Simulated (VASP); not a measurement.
Runs of VASP 6.6.1 on Sn3Mo2. The structure is that of space group P4mm (No. 99), or close to it. The cells are those of the table. 

```tsv
task	spin	cell	k mesh	cutoff (eV)	gap on the mesh (eV)	pressure (GPa)	largest force (eV/Å)
single point	collinear, ferromagnetic start	a = 4.003, b = 4.003, c = 7.597 Å, 5 atoms	4 × 4 × 2	520	none	0.8	(b)
relaxation of cell and atoms	off	relaxed from a = 4.203, b = 4.203, c = 6.190 Å, 5 atoms	4 × 4 × 4	600	none	0.0	0.02
single point	off	a = 4.003, b = 4.003, c = 7.597 Å, 5 atoms	4 × 4 × 4	520	none	0.1	0.02
single point	off	a = 4.203, b = 4.203, c = 6.190 Å, 5 atoms	4 × 4 × 4	520	none	(a)	5.28
```

Alike in all rows: level PBE; potentials or basis VASP PAW PBE potentials, release 64 (Sn_d, Mo_sv); smearing gaussian 0.1 eV.

Q: Estimate the missing entries.

A: (a) 15.4; (b) 0.17.

Caveats: all runs use coarse meshes; spin-orbit coupling is left out, which moves the levels of the heavy elements; forces of over 1 eV/Å act on the atoms, so gaps and moduli don't describe the material at rest (some runs).

A k mesh can miss the band edges, and the runs leave out spin-orbit coupling on Mo, Sn.

A gap of «none» marks levels without a gap at the run's occupations.
